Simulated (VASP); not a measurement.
Write the native input for VASP 6.6.1 that does the following.

```yaml
Task: single point
Functional: PBEsol
Potentials_or_basis: VASP PAW PBE potentials, release 64 (Cu)
Cutoff: 520 eV
k_mesh: 20 × 20 × 20
Occupations: gaussian, width 0.1 eV
Spin: no spin polarisation
Dipole_correction: no
Further_INCAR_settings: ALGO = Normal; EDIFF = 1e-07; NBANDS = 12
```

The structure of Cu lies in POSCAR:

```
Cu
1.0
    0.0000000000      1.7817061892      1.7817061892
    1.7817061892      0.0000000000      1.7817061892
    1.7817061892      1.7817061892      0.0000000000
Cu
1
Direct
    0.0000000000      0.0000000000      0.0000000000
```

These files were run (other wordings do the same):

INCAR

```
SYSTEM = Cu
  ALGO = Normal
  EDIFF = 1E-7
  ENCUT = 520
  GGA = PS
  ISIF = 2
  ISMEAR = 0
  LASPH = .True.
  LCHARG = .False.
  LREAL = .False.
  LWAVE = .False.
  NBANDS = 12
  NELM = 60
  PREC = Accurate
  SIGMA = 0.1
```

KPOINTS

```
k-points
0
Gamma
  20 20 20
  0 0 0
```

Potentials or basis: VASP PAW PBE potentials, release 64 (Cu).

Run with:

```sh
$ cat potpaw_PBE.64/Cu/POTCAR > POTCAR
$ mpirun -np 1 vasp_std > vasp.out
```

It gave:

```
Pressure               : 0.7 GPa
Band gap on the k mesh : zero (an odd number of electrons rules out a gap without spin polarisation)
```

Caveat: the PAW data sets were made with another functional, which shifts forces and pressure a little.

Wall time 32 s on 1 thread of Intel Xeon 8259CL, on a shared host, peak memory 0.15 GiB.
